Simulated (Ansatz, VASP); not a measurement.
## Two plane-wave programs on H5CN

INCAR

```
PREC = Accurate
ENCUT = 520
EDIFF = 1E-7
ISMEAR = 0
SIGMA = 0.1
LREAL = False
LASPH = True
NELM = 100
ALGO = Normal
ISIF = 2
LWAVE = False
LCHARG = True
LDIPOL = True
IDIPOL = 3
DIPOL = 0.5 0.5 0.640
GGA = PE
IVDW = 12
LELF = True
LVHAR = True
LVACPOTAV = True
NBANDS = 16
```

File KPOINTS:

```
Automatic mesh
0
Gamma
  4 3 1
```

The input POSCAR:

```
H5CN
1.0
    5.8038113749      0.0000000000      0.0000000000
   -2.9019056875      7.5735822842      0.0000000000
    0.0000000000      0.0000000000     25.7021597246
C N H
1 1 5
Direct
    0.2661170905      0.9376546265      0.6468790240
    0.4600851846      0.8949313503      0.6189506567
    0.0898040539      0.8288524792      0.6403597383
    0.2551225213      1.0592536016      0.6302513940
    0.3025673297      0.9541010372      0.6889621803
    0.4681658858      0.7766386341      0.6307078518
    0.6287657226      0.9913379000      0.6253778980
```

Input for Ansatz:

```yaml
crystal:
  lattice:
    - [5.8038113749, 0.0, 0.0]
    - [-2.9019056875, 7.5735822842, 0.0]
    - [0.0, 0.0, 25.7021597246]
  atoms:
    - { symbol: C, position: [0.2661170905, 0.9376546265, 0.646879024] }
    - { symbol: "N", position: [0.4600851846, 0.8949313503, 0.6189506567] }
    - { symbol: H, position: [0.0898040539, 0.8288524792, 0.6403597383] }
    - { symbol: H, position: [0.2551225213, 1.0592536016, 0.630251394] }
    - { symbol: H, position: [0.3025673297, 0.9541010372, 0.6889621803] }
    - { symbol: H, position: [0.4681658858, 0.7766386341, 0.6307078518] }
    - { symbol: H, position: [0.6287657226, 0.9913379, 0.625377898] }
basis:
  ecutwfc: 420
kpoints:
  mp_grid: { grid: [4, 3, 1] }
hamiltonian:
  xc: pbe
  dispersion: d3bj
scf:
  occupations: { method: gaussian, width: 0.1 }
output:
  forces: true
  eigenvalues: true
  write_density: true
  volumetric_format: npy
efield:
  axis: 3
  dipole_correction: true
  ramp_width: 0.04
```

Alike in both runs: task single point; functional PBE; dispersion D3(BJ); k mesh 4 × 3 × 1; occupations gaussian, width 0.1 eV; no spin polarisation.

|  | VASP | Ansatz |
| --- | --- | --- |
| version | VASP 6.6.1 | Ansatz 0.2.0 |
| potentials or method | VASP PAW PBE potentials, release 64 (C, N, H), cutoff 520 eV | scalar-relativistic, plane waves, PAW |
| valence electrons in the cell | 14 | 14 |

VASP gave:

| Quantity | Value |
| --- | --- |
| gap on the k mesh at the Fermi level (eV) | 4.07 |
| rms of the force components (eV/Å) | 0.210 |

Problem. Estimate Ansatz's values.

Solution. gap on the k mesh at the Fermi level (eV): 4.08; rms of the force components (eV/Å): 0.216.

Atom by atom the forces differ by 0.017 eV/Å (rms over components).
